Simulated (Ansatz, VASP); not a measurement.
One calculation of CdS, two programs

```
CELL_PARAMETERS angstrom
4.15000 0.00000 0.00000
-2.07500 3.59401 0.00000
0.00000 0.00000 6.73700
ATOMIC_POSITIONS crystal
Cd 0.33333 0.66667 0.00000
Cd 0.66667 0.33333 0.50000
S 0.33333 0.66667 0.37500
S 0.66667 0.33333 0.87500
```

Alike in both runs: task relaxation of cell and atoms; functional PBE; k mesh 12 × 12 × 6; occupations gaussian, width 0.02 eV; no spin polarisation.

```csv
,VASP,Ansatz
version,VASP 6.6.1,Ansatz 0.2.0
potentials or method,"VASP PAW PBE potentials, release 64 (Cd, S), cutoff 600 eV","scalar-relativistic, plane waves, PAW"
valence electrons in the cell,36,52
```

VASP gave:

```
gap on the k mesh at the Fermi level, each at its own relaxed structure (eV) : 1.10
relaxed volume (Å³/atom)                                                     : 26.17
relaxed cell length with the largest relative difference (Å)                 : 6.842
```

Problem. Estimate Ansatz's values.

Solution. gap on the k mesh at the Fermi level, each at its own relaxed structure (eV): 1.11; relaxed volume (Å³/atom): 26.04; relaxed cell length with the largest relative difference (Å): 6.829.

VASP's potentials hold 36 valence electrons a cell and Ansatz's 52, so a difference there can come from the potentials and not from the codes.
